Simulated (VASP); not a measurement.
A run of VASP 6.6.1 is set up as follows.

Contents of INCAR:

```
SYSTEM = TiGe4
  PREC = Accurate
  ENCUT = 520
  EDIFF = 1E-6
  ISMEAR = 0
  SIGMA = 0.1
  LREAL = .FALSE.
  LASPH = .TRUE.
  NELM = 80
  ALGO = Normal
  ISIF = 2
  LWAVE = .FALSE.
  LCHARG = .TRUE.
  GGA = PE
  LELF = .TRUE.
  LVHAR = .TRUE.
  NBANDS = 42
```

The input KPOINTS:

```
regular mesh
0
G
  4 4 4
  0 0 0
```

File POSCAR:

```
TiGe4
1.0
    4.6380656500      0.0000000000      0.0000000000
    0.0000000000      4.6380656500      0.0000000000
    0.0000000000      0.0000000000      4.6380656500
Ti Ge
1 4
Direct
    0.0000000000      0.0000000000      0.0000000000
    0.2500000000      0.2500000000      0.2500000000
    0.7500000000      0.7500000000      0.2500000000
    0.2500000000      0.7500000000      0.7500000000
    0.7500000000      0.2500000000      0.7500000000
```

Potentials or basis: VASP PAW PBE potentials, release 64 (Ti_sv, Ge_d).

The run is started by

```console
$ cat potpaw_PBE.64/Ti_sv/POTCAR potpaw_PBE.64/Ge_d/POTCAR > POTCAR
$ mpirun -np 1 vasp_std > vasp.out
```

Task: Estimate the pressure.

Result: 30.7 GPa.

Task: Predict the band gap on the k mesh.

Result: Zero (bands 34 and 35 overlap by 0.37 eV).

Caveat: the cell stands under pressure.
